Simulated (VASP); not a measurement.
Set up this calculation in VASP 6.6.1, as the native input.

- Task: single point
- Functional: RPBE
- Potentials or basis: VASP PAW PBE potentials, release 64 (Ca_sv, O)
- Cutoff: 520 eV
- k mesh: 10 × 10 × 10
- Occupations: fermi-dirac, width 0.05 eV
- Spin: no spin polarisation
- Dipole correction: no
- Further INCAR settings: ALGO = Normal; EDIFF = 1e-06; NBANDS = 15

The structure of CaO lies in POSCAR:

```
CaO
1.0
    0.0000000000      2.4449603112      2.4449603112
    2.4449603112      0.0000000000      2.4449603112
    2.4449603112      2.4449603112      0.0000000000
Ca O
1 1
Direct
    0.0000000000      0.0000000000      0.0000000000
    0.5000000000      0.5000000000      0.5000000000
```

These files were run (other wordings do the same):

INCAR

```
ALGO     = Normal         # electronic algorithm
EDIFF    = 1E-6           # SCF threshold, eV
ENCUT    = 520            # plane-wave cutoff, eV
GGA      = RP             # functional
ISIF     = 2              # what is computed and relaxed
ISMEAR   = -1             # smearing method
LASPH    = T              # aspherical terms in the spheres
LCHARG   = F              # write CHGCAR
LREAL    = F              # projectors in reciprocal space
LWAVE    = F              # write WAVECAR
NBANDS   = 15             # bands
NELM     = 80             # most SCF steps
PREC     = Accurate       # precision mode
SIGMA    = 0.05           # smearing width, eV
```

KPOINTS

```
k-points
0
Gamma
  10 10 10
```

Potentials or basis: VASP PAW PBE potentials, release 64 (Ca_sv, O).

Command:

```console
$ cat potpaw_PBE.64/Ca_sv/POTCAR potpaw_PBE.64/O/POTCAR > POTCAR
$ mpirun -np 1 vasp_std > vasp.out
```

It gave:

```json
{
 "Pressure": "0.4 GPa",
 "Band gap on the k mesh": "3.75 eV (least direct gap 4.13 eV)"
}
```

Caveat: the PAW data sets were made with another functional, which shifts forces and pressure a little.

It took 37 s on 1 thread of AMD EPYC 7R13, with other jobs on the host, peak memory 0.14 GiB.
